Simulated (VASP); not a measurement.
# Ni (Fm-3m) in VASP: a series of runs

Ni is run at these levels: r2SCAN; tasks: single point.

Program: VASP 6.6.1. These are calculated values, not measurements. Logs are shortened: lines on timing, memory, paths and dates and some standing lists are left out, and cuts for length are marked.

## 1. The cell of the first run

It takes space group Fm-3m (No. 225, cubic). The conventional cell has a = 3.521 Å, b = 3.521 Å, c = 3.521 Å, α = 90.00°, β = 90.00°, γ = 90.00°. Within 3.3 Å of Ni (site symmetry m-3m) lie 12 Ni at 2.49 Å.

## 2. Single point, r2SCAN, collinear spin, zero start

POSCAR reads:

```
Ni
1.0
    0.0000000000      1.7603666700      1.7603666700
    1.7603666700      0.0000000000      1.7603666700
    1.7603666700      1.7603666700      0.0000000000
Ni
1
Direct
    0.0000000000      0.0000000000      0.0000000000
```

INCAR.step1 reads:

```
  ALGO = Normal
  EDIFF = 1E-4
  ENCUT = 520
  GGA = PE
  ISMEAR = -1
  ISPIN = 2
  LASPH = True
  LCHARG = False
  LMAXMIX = 4
  LREAL = False
  LWAVE = True
  MAGMOM = 0
  NBANDS = 15
  NELM = 150
  NUPDOWN = 0.0
  PREC = Accurate
  SIGMA = 0.1
```

INCAR.step2 reads:

```
  ALGO = Normal
  EDIFF = 1E-6
  ENCUT = 520
  ISIF = 2
  ISMEAR = -1
  ISPIN = 2
  ISTART = 1
  LASPH = True
  LCHARG = True
  LELF = True
  LMAXMIX = 4
  LMIXTAU = True
  LORBIT = 11
  LREAL = False
  LVHAR = True
  LWAVE = False
  MAGMOM = 0
  METAGGA = R2SCAN
  NBANDS = 15
  NELM = 150
  NUPDOWN = 0.0
  PREC = Accurate
  SIGMA = 0.1
```

KPOINTS reads:

```
k-points
0
Gamma
  14 14 14
```

Potentials or basis: VASP PAW PBE potentials, release 64 (Ni).

Run with:

```
cat potpaw_PBE.64/Ni/POTCAR > POTCAR
cp INCAR.step1 INCAR
mpirun -np 1 vasp_std > vasp.out
cp INCAR.step2 INCAR
mpirun -np 1 vasp_std > vasp.out
```

OUTCAR:

```text
EDIFF = 1E-6
   ENCUT = 520
   ISIF = 2
   ISMEAR = -1
   ISPIN = 2
   ISTART = 1
   LASPH = True
   LORBIT = 11
   LREAL = False
   METAGGA = R2SCAN
   NELM = 150
   NUPDOWN = 0.0
   PREC = Accurate

 ion  position               nearest neighbor table
   1  0.000  0.000  0.000-

  LATTYP: Found a face centered cubic cell.
 ALAT       =     3.5207333400

  Lattice vectors:

 A1 = (   0.0000000000,   1.7603666700,   1.7603666700)
 A2 = (   1.7603666700,   0.0000000000,   1.7603666700)
 A3 = (   1.7603666700,   1.7603666700,   0.0000000000)

Analysis of symmetry for initial positions (statically):
=====================================================================
 Subroutine PRICEL returns:
 Original cell was already a primitive cell.

 Routine SETGRP: Setting up the symmetry group for a
 face centered cubic supercell.

 Subroutine GETGRP returns: Found 48 space group operations
 (whereof 48 operations were pure point group operations)
 out of a pool of 48 trial point group operations.

The static configuration has the point symmetry O_h .

Analysis of symmetry for dynamics (positions and initial velocities):
=====================================================================
 Subroutine PRICEL returns:
 Original cell was already a primitive cell.

 Routine SETGRP: Setting up the symmetry group for a
 face centered cubic supercell.

 Subroutine GETGRP returns: Found 48 space group operations
 (whereof 48 operations were pure point group operations)
 out of a pool of 48 trial point group operations.

The dynamic configuration has the point symmetry O_h .

Analysis of structural, dynamic, and magnetic symmetry:
=====================================================================
 Subroutine PRICEL returns:
 Original cell was already a primitive cell.

 Routine SETGRP: Setting up the symmetry group for a
 face centered cubic supercell.

 Subroutine GETGRP returns: Found 48 space group operations
 (whereof 48 operations were pure point group operations)
 out of a pool of 48 trial point group operations.

The overall configuration has the point symmetry O_h .

 Subroutine INISYM returns: Found 48 space group operations
 (whereof 48 operations are pure point group operations),
 and found     1 'primitive' translations

----------------------------------------------------------------------------------------

                                     Primitive cell

  volume of cell :      10.9104

  direct lattice vectors                    reciprocal lattice vectors
     0.000000000  1.760366670  1.760366670    -0.284031735  0.284031735  0.284031735
     1.760366670  0.000000000  1.760366670     0.284031735 -0.284031735  0.284031735
     1.760366670  1.760366670  0.000000000     0.284031735  0.284031735 -0.284031735

  length of vectors
     2.489534419  2.489534419  2.489534419     0.491957396  0.491957396  0.491957396

  position of ions in fractional coordinates (direct lattice)
     0.000000000  0.000000000  0.000000000

  ion indices of the primitive-cell ions
   primitive index   ion index
                 1           1

----------------------------------------------------------------------------------------

 KPOINTS: k-points

Automatic generation of k-mesh.
 Grid dimensions read from file:
 generate k-points for:   14   14   14

 Generating k-lattice:

  Cartesian coordinates                     Fractional coordinates (reciprocal lattice)
    -0.020287981  0.020287981  0.020287981     0.071428571  0.000000000  0.000000000
     0.020287981 -0.020287981  0.020287981     0.000000000  0.071428571  0.000000000
     0.020287981  0.020287981 -0.020287981     0.000000000  0.000000000  0.071428571

  Length of vectors
     0.035139814  0.035139814  0.035139814

  Shift w.r.t. Gamma in fractional coordinates (k-lattice)
     0.000000000  0.000000000  0.000000000

 Subroutine IBZKPT returns following result:
 ===========================================

 Found    104 irreducible k-points:

 Following reciprocal coordinates:
            Coordinates               Weight
  0.000000  0.000000  0.000000      1.000000
  0.071429  0.000000  0.000000      8.000000
  0.142857  0.000000  0.000000      8.000000
  0.214286  0.000000  0.000000      8.000000
  0.285714  0.000000  0.000000      8.000000
  0.357143  0.000000  0.000000      8.000000
[... 16 lines left out ...]
  0.214286  0.142857  0.000000     24.000000
  0.285714  0.142857  0.000000     24.000000
 [... further k-points ...]
   k-points           NKPTS =    104   k-points in BZ     NKDIM =    104   number of bands    NBANDS=     15
   number of dos      NEDOS =    301   number of ions     NIONS =      1
   total plane-waves  NPLWV =   8000
   dimension x,y,z NGX =    20 NGY =   20 NGZ =   20
   dimension x,y,z NGXF=    40 NGYF=   40 NGZF=   40
   ions per type =               1
   NGX,Y,Z   is equivalent  to a cutoff of  13.36, 13.36, 13.36 a.u.
   NGXF,Y,Z  is equivalent  to a cutoff of  26.71, 26.71, 26.71 a.u.
 SYSTEM =  unknown system
   PREC   = accura    normal or accurate (medium, high low for compatibility)
   ISTART =      1    job   : 0-new  1-cont  2-samecut
   ICHARG =      0    charge: 1-file 2-atom 10-const
   ISPIN  =      2    spin polarized calculation?
   LNONCOLLINEAR =      F non collinear calculations
   LSORBIT =      F    spin-orbit coupling
   LASPH  =      T    aspherical Exc in radial PAW
   ENCUT  =  520.0 eV  38.22 Ry    6.18 a.u.   4.63  4.63  4.63*2*pi/ulx,y,z
   NELM   =    150;   NELMIN=  2; NELMDL=  0     # of ELM steps
   EDIFF  = 0.1E-05   stopping-criterion for ELM
   LREAL  =      F    real-space projection
[... 7 lines left out ...]
   TEBEG  =    0.0;   TEEND  =   0.0 temperature during run
   PSTRESS=    0.0 pullay stress
   NELECT =      10.0000    total number of electrons
   NUPDOWN=       0.0000    fix difference up-down
   EMIN   =  10.00;   EMAX   =-10.00  energy-range for DOS
   EFERMI =   0.00;   METHOD = LEGACY
   ISMEAR =    -1;   SIGMA  =   0.10  broadening in eV -4-tet -1-fermi 0-gaus
   EFERMI_NEDOS =   21; number of points for ismear=-14 and -15
   IALGO  =     38    algorithm
   IMIX   =      4    mixing-type and parameters
     AMIX     =   0.40;   BMIX     =  1.00
     AMIX_MAG =   1.60;   BMIX_MAG =  1.00
  volume/ion in A,a.u.               =      10.91        73.63
  Fermi-wavevector in a.u.,A,eV,Ry     =   1.590236  3.005111 34.407118  2.528852
  Thomas-Fermi vector in A             =   2.688962
   LORBIT       =     11    0 simple, 1 ext, 2 COOP (PROOUT), +10 PAW based schemes
   METAGGA = R2SCAN    functional components
   LHFCALC =     F    Hartree Fock is set to
   AEXX    =    0.0000 exact exchange contribution
   IVDW    =     0    specifies the selected vdW correction
   LEPSILON=     F    determine dielectric tensor
   LRPA    =     F    only Hartree local field effects (RPA)
 spin polarized calculation
  energy-cutoff  :      520.00
  volume of cell :       10.91
 maximum number of plane-waves:       306
   NGX =  9   NGY =  9   NGZ =  9

 number of electron      10.0000010 magnetization       0.0000000

 number of electron      10.0000010 magnetization      -0.0000000

 Free energy of the ion-electron system (eV)
  ---------------------------------------------------
  ext. energy  EPLUGINS =         0.00000000
  ---------------------------------------------------
  free energy    TOTEN  =       -11.86085707 eV

  energy without entropy =      -11.77506296  energy(sigma->0) =      -11.81796001

 E-fermi :   8.9329     XC(G=0): -14.3354

 val. band max:        8.9327940227   @ k =   0.5000   0.2143   0.0000
 cond. band min:       8.9482191751   @ k =  -0.4286   0.3571   0.0714
 fundamental gap:      0.0154251524
 Fermi energy:         8.9329344950

 spin component 1

 k-point     1 :       0.0000    0.0000    0.0000
  band No.  band energies     occupation
      1      -0.2043      1.00000
      2       7.0586      1.00000
      3       7.0586      1.00000
      4       7.0586      1.00000
      5       8.0941      0.99977
      6       8.0941      0.99977
      7      33.6640      0.00000
      8      37.9649      0.00000
      9      37.9649      0.00000
     10      37.9649      0.00000
     11      40.7036      0.00000
     12      40.7036      0.00000
     13      40.7036      0.00000
     14      43.9865      0.00000
     15      50.6885      0.00000
[... 397 lines left out ...]
 k-point    24 :       0.2857    0.1429    0.0000
  band No.  band energies     occupation
      1       2.5604      1.00000
      2       6.3326      1.00000
      3       7.2037      1.00000
      4       7.5368      1.00000
      5       8.1415      0.99963
      6       8.4755      0.98979
      7      25.3165      0.00000
      8      31.1139      0.00000
      9      31.6521      0.00000
     10      34.5676      0.00000
     11      39.9756      0.00000
     12      43.9234      0.00000
     13      46.0151      0.00000
     14      48.2084      0.00000
     15      52.8536      0.00000

 [... further k-points ...]

 spin component 2

 k-point     1 :       0.0000    0.0000    0.0000
  band No.  band energies     occupation
      1      -0.2043      1.00000
      2       7.0586      1.00000
      3       7.0586      1.00000
      4       7.0586      1.00000
      5       8.0941      0.99977
      6       8.0941      0.99977
      7      33.6640      0.00000
      8      37.9649      0.00000
      9      37.9649      0.00000
     10      37.9649      0.00000
     11      40.7036      0.00000
     12      40.7036      0.00000
     13      40.7036      0.00000
     14      43.9865      0.00000
     15      50.6884      0.00000
[... 397 lines left out ...]
 k-point    24 :       0.2857    0.1429    0.0000
  band No.  band energies     occupation
      1       2.5604      1.00000
      2       6.3326      1.00000
      3       7.2037      1.00000
      4       7.5368      1.00000
      5       8.1415      0.99963
      6       8.4755      0.98979
      7      25.3165      0.00000
      8      31.1139      0.00000
      9      31.6521      0.00000
     10      34.5676      0.00000
     11      39.9756      0.00000
     12      43.9234      0.00000
     13      46.0151      0.00000
     14      48.2084      0.00000
     15      52.8536      0.00000

 [... further k-points ...]
[... 5 lines left out ...]
  --------------------------------------------------------------------------------------
  -------------------------------------------------------------------------------------
  Total       -0.6038614     -0.6038614     -0.6038614     -0.0000000     -0.0000000     -0.0000000
  in kB      -88.6764857    -88.6764857    -88.6764857     -0.0000000     -0.0000000     -0.0000000
  external PRESSURE =     -88.6764857 kB  Pullay stress =       0.0000000 kB

 VOLUME and BASIS-vectors are now :
 -----------------------------------------------------------------------------
  energy-cutoff  :      520.00
  volume of cell :       10.91
      direct lattice vectors                 reciprocal lattice vectors
     0.000000000  1.760366670  1.760366670    -0.284031735  0.284031735  0.284031735
     1.760366670  0.000000000  1.760366670     0.284031735 -0.284031735  0.284031735
     1.760366670  1.760366670  0.000000000     0.284031735  0.284031735 -0.284031735

 POSITION                                       TOTAL-FORCE (eV/Angst)
 -----------------------------------------------------------------------------------
      0.00000      0.00000      0.00000        -0.000000      0.000000      0.000000
 -----------------------------------------------------------------------------------
    total drift:                                0.000000      0.000000      0.000000

  FREE ENERGIE OF THE ION-ELECTRON SYSTEM (eV)
  ---------------------------------------------------
  free  energy   TOTEN  =       -11.8608570658 eV

  energy  without entropy=      -11.7750629570  energy(sigma->0) =      -11.81796001

 total charge

# of ion       s       p       d       tot
------------------------------------------
    1        0.505   0.503   8.338   9.347

 magnetization (x)

# of ion       s       p       d       tot
------------------------------------------
    1        0.000   0.000   0.000   0.000
```

It took 66 s on 1 thread of Intel Xeon 6975P-C (Granite Rapids), shared host; peak memory 0.15 GiB.

Results:

| Property | Result |
| --- | --- |
| Free energy | -11.8609 eV |
| Pressure | -8.9 GPa |
| Net moment | 0.00 μB per cell |
| Valence electrons inside the program's atomic spheres | Ni 9.35 |

Caveat: the cell stands under tension; the PAW data sets were made with another functional, which shifts forces and pressure a little; the total moment is fixed, so each spin has its own Fermi level.

## 3. Single point, r2SCAN, collinear spin, ferromagnetic start

POSCAR is that of step 2.

INCAR.step1 reads:

```
SYSTEM = Ni
PREC = Accurate ; ENCUT = 520
ISMEAR = -1 ; SIGMA = 0.1
LREAL = .False. ; LASPH = .True.
NELM = 150 ; ISPIN = 2
MAGMOM = 2 ; LMAXMIX = 4
NBANDS = 15 ; GGA = PE
ALGO = Normal ; EDIFF = 1E-4
LWAVE = .True. ; LCHARG = .False.
```

INCAR.step2 reads:

```
SYSTEM = Ni
PREC = Accurate ; ENCUT = 520
EDIFF = 1E-7 ; ISMEAR = -1
SIGMA = 0.1 ; LREAL = .False.
LASPH = .True. ; NELM = 150
ALGO = Normal ; ISIF = 2
LWAVE = .False. ; LCHARG = .False.
ISPIN = 2 ; MAGMOM = 2
LORBIT = 11 ; LMAXMIX = 4
METAGGA = R2SCAN ; LMIXTAU = .True.
NBANDS = 15 ; ISTART = 1
```

KPOINTS reads:

```
regular mesh
0
Gamma
  14 14 14
  0 0 0
```

Potentials or basis: VASP PAW PBE potentials, release 64 (Ni).

Run with:

```
cat potpaw_PBE.64/Ni/POTCAR > POTCAR
cp INCAR.step1 INCAR
mpirun -np 1 vasp_std > vasp.out
cp INCAR.step2 INCAR
mpirun -np 1 vasp_std > vasp.out
```

Wall time 79 s (1 thread of Intel Xeon 6975P-C (Granite Rapids), shared host); peak memory 0.15 GiB.

It converged, with:

```yaml
Free_energy: -11.9566 eV
Pressure: -6.6 GPa
Net_moment: 0.74 μB per cell
Site_moments: Ni +0.76 μB
Valence_electrons_inside_the_program's_atomic_spheres: Ni 9.34
```

Levels at points of the mesh, in eV from the Fermi level:
Spin up:
```
           k point  band 3  band 4  band 5  band 6  band 7  band 8
(0.00, 0.00, 0.00)   -2.94   -2.94   -1.65   -1.65   24.52   28.65
(0.50, 0.00, 0.00)   -2.86   -1.06   -1.06   -0.39    5.62   22.97
(0.50, 0.50, 0.00)   -0.99   -0.99   -0.95    2.49    9.32   15.39
```
Spin down:
```csv
k point,band 1,band 2,band 3,band 4,band 5,band 6,band 7,band 8
"(0.00, 0.00, 0.00)",-9.64,-1.58,-1.58,-1.58,-0.88,-0.88,24.25,28.76
"(0.50, 0.00, 0.00)",-4.58,-1.92,-1.92,-0.62,0.20,0.20,6.33,22.85
"(0.50, 0.50, 0.00)",-4.61,-3.64,-0.13,0.56,0.56,2.23,9.68,15.45
```

Caveat: the cell stands under tension; the PAW data sets were made with another functional, which shifts forces and pressure a little.
